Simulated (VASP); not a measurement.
# Ni3Os: relaxation of cell and atoms with PBE

The system is Ni3Os.

```
Ni Os
1.0
     3.46304    0.00000    0.00000
     0.00000    3.46304    0.00000
     0.00000    0.00000    3.46304
Ni Os
3 1
Direct
  0.00000 0.50000 0.50000
  0.50000 0.00000 0.50000
  0.50000 0.50000 0.00000
  0.00000 0.00000 0.00000
```

```yaml
Program: VASP 6.6.1
Task: relaxation of cell and atoms
Functional: PBE
Potentials_or_basis: VASP PAW PBE potentials, release 64 (Ni, Os)
Cutoff: 600 eV
k_mesh: 6 × 6 × 6
Occupations: gaussian, width 0.1 eV
Spin: no spin polarisation
Dipole_correction: no
Further_INCAR_settings: ALGO = Fast; EDIFF = 1e-07; IBRION = 2; EDIFFG = -0.04; NSW = 90; ISIF = 3
```

* Relaxed volume: 11.76 Å³/atom
* Relaxed cell: a = 3.610 Å, b = 3.610 Å, c = 3.610 Å, α = 90.00°, β = 90.00°, γ = 90.00°
* Space group after relaxing (to 0.1 Å): Pm-3m (No. 221)
* Energy gained by relaxing: 156.0 meV/atom
* Ionic steps: 6
* Pressure after relaxing: -0.2 GPa
* Band gap on the k mesh: zero (bands 19 and 20 overlap by 1.93 eV)

The path:
| step | energy change (eV) | largest force (eV/Å) | pressure (GPa) | volume (Å³) |
| --- | --- | --- | --- | --- |
| 1 | 0.0000 | 0.0000 | 41.59 | 41.53 |
| 2 | 1.9813 | 0.0000 | -29.53 | 59.93 |
| 3 | 0.1715 | 0.0000 | -10.32 | 50.06 |
| 4 | -0.5708 | 0.0000 | -4.84 | 48.00 |
| 5 | -0.5825 | 0.0000 | 2.52 | 46.55 |
| 6 | -0.6240 | 0.0000 | -0.20 | 47.03 |

Final structure:
```cif
data_structure
_symmetry_space_group_name_H-M 'P 1'
_symmetry_Int_Tables_number 1
_cell_length_a 3.6097
_cell_length_b 3.6097
_cell_length_c 3.6097
_cell_angle_alpha 90.000
_cell_angle_beta 90.000
_cell_angle_gamma 90.000
_cell_volume 47.03
loop_
_atom_site_label
_atom_site_type_symbol
_atom_site_fract_x
_atom_site_fract_y
_atom_site_fract_z
_atom_site_occupancy
Ni1 Ni 0.00000 0.50000 0.50000 1
Ni2 Ni 0.50000 0.00000 0.50000 1
Ni3 Ni 0.50000 0.50000 0.00000 1
Os1 Os 0.00000 0.00000 0.00000 1
```

Levels at points of the mesh, in eV from the Fermi level:
```
           k point  band 17  band 18  band 19  band 20  band 21  band 22
(0.00, 0.00, 0.00)     0.59     0.59     1.46     1.46     2.33     2.33
(0.50, 0.00, 0.00)    -0.91    -0.90    -0.35    -0.25    -0.04     1.37
(0.50, 0.50, 0.00)    -1.20    -0.53    -0.47    -0.47     0.89     0.89
(0.50, 0.50, 0.50)    -0.17    -0.17    -0.17     0.42     0.42     0.42
```

It took 8.4 min on 1 thread of Intel Xeon 8259CL (shared host), peak memory 0.18 GiB.

Caveat: spin-orbit coupling is left out, which moves the levels of the heavy elements. Spin polarisation is off, so any magnetic state and its effect on volume and gap are missing.
